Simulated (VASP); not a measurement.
Na, 1 atom in the cell. Symmetry: Pm-3m, No. 221, cubic system. The conventional cell has a = 3.342 Å, b = 3.342 Å, c = 3.342 Å, α = 90.00°, β = 90.00°, γ = 90.00°. Within 4.4 Å of Na (site symmetry m-3m) lie 6 Na at 3.34 Å. 

```yaml
Program: VASP 6.6.1
Task: single point
Functional: PBEsol
Potentials_or_basis: VASP PAW PBE potentials, release 64 (Na_pv)
Cutoff: 520 eV
k_mesh: 11 × 11 × 11
Occupations: fermi-dirac, width 0.1 eV
Spin: no spin polarisation
Dipole_correction: no
Further_INCAR_settings: ALGO = Normal; EDIFF = 1e-06; NBANDS = 10
```

Potentials or basis: VASP PAW PBE potentials, release 64 (Na_pv).

Run with:

```console
$ cat potpaw_PBE.64/Na_pv/POTCAR > POTCAR
$ mpirun -np 1 vasp_std > vasp.out
```

Hardware: 1 thread of Intel(R) Xeon(R) 6975P-C (Granite Rapids), on a shared host.

Problem. How long does it take, and how much memory?

Solution. It took 11 s on 1 thread of Intel(R) Xeon(R) 6975P-C (Granite Rapids), with other jobs on the host, peak memory 0.15 GiB. Counts: scf iterations 9, k points 56.
